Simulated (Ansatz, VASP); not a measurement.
W: VASP beside Ansatz

INCAR

```
ALGO     = Normal         # electronic algorithm
EDIFF    = 1E-7           # SCF threshold, eV
ENCUT    = 520            # plane-wave cutoff, eV
GGA      = CA             # functional
ISIF     = 2              # what is computed and relaxed
ISMEAR   = -1             # smearing method
LASPH    = True           # aspherical terms in the spheres
LCHARG   = False          # write CHGCAR
LREAL    = False          # projectors in reciprocal space
LWAVE    = False          # write WAVECAR
NBANDS   = 13             # bands
NELM     = 80             # most SCF steps
PREC     = Accurate       # precision mode
SIGMA    = 0.1            # smearing width, eV
```

Contents of KPOINTS:

```
k-points
0
Gamma
  14 14 14
```

File POSCAR:

```
W
1.0
    2.6601078497      0.0000000000      0.0000000000
    0.0000000000      2.6601078497      0.0000000000
    0.0000000000      0.0000000000      2.6601078497
W
1
Direct
    0.0000000000      0.0000000000      0.0000000000
```

Input for Ansatz:

```yaml
crystal:
  lattice:
    - [2.6601078497, 0.0, 0.0]
    - [0.0, 2.6601078497, 0.0]
    - [0.0, 0.0, 2.6601078497]
  atoms:
    - { symbol: W, position: [0.0, 0.0, 0.0] }
hamiltonian:
  xc: lda
  pseudopotentials:
    kind: paw
    azcp:
      W: "pseudopotentials/W.paw.azcp"
basis:
  ecutwfc: 420
  fft_grid_basis: typed
kpoints:
  mp_grid: { grid: [14, 14, 14], shift: [0, 0, 0] }
magnetization:
  spin_polarized: false
scf:
  occupations: { method: fermi_dirac, width: 0.1 }
  lower_state_search: "off"
output:
  stress: true
```

Alike in both runs: task single point; functional LDA; k mesh 14 × 14 × 14; occupations fermi-dirac, width 0.1 eV; no spin polarisation.

```csv
,VASP,Ansatz
version,VASP 6.6.1,Ansatz 0.2.0
potentials or method,"VASP PAW LDA potentials, release 64 (W_sv), cutoff 520 eV","plane waves (420 eV) with PAW, scalar-relativistic"
valence electrons in the cell,14,14
```

```tsv
	VASP	Ansatz	Ansatz less VASP
pressure (GPa)	-14.7	-15.8	-1.12
```

Ansatz warns that its potentials were made for another functional, while VASP's fit it. LDA's correlation is that of Perdew and Zunger in VASP and of Perdew and Wang (1992) in Ansatz.

Neither program's run includes spin-orbit coupling.
